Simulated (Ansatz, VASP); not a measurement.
## Two plane-wave programs on ZrSi2

```
Zr Si
1.0
     0.00000    4.19814    4.35923
     2.44319    0.00000    4.35923
     2.44319    4.19814    0.00000
Zr Si
2 4
Direct
  0.75000 0.75000 0.75000
  0.50000 0.50000 0.50000
  0.08617 0.41383 0.08617
  0.41383 0.08617 0.41383
  0.16383 0.83617 0.16383
  0.83617 0.16383 0.83617
```

Alike in both runs: task relaxation of cell and atoms; functional PBEsol; k mesh 6 × 6 × 6; occupations gaussian, width 0.1 eV; no spin polarisation.

```csv
,VASP,Ansatz
version,VASP 6.6.1,Ansatz 0.2.0
potentials or method,"VASP PAW PBE potentials, release 64 (Zr_sv, Si), cutoff 600 eV","scalar-relativistic, plane waves, PAW"
valence electrons in the cell,40,40
```

|  | VASP | Ansatz | Ansatz less VASP |
| --- | --- | --- | --- |
| gap on the k mesh at the Fermi level, each at its own relaxed structure (eV) | none | none | - |
| relaxed volume (Å³/atom) | 16.20 | 16.19 | -0.012 |
| relaxed length of the cell vector where the two differ most in proportion (Å) | 6.195 | 6.191 | -0.0043 |

VASP's potentials were made for PBE, not for PBEsol. A gap of «none» marks a metal or a gap that the smearing closes.
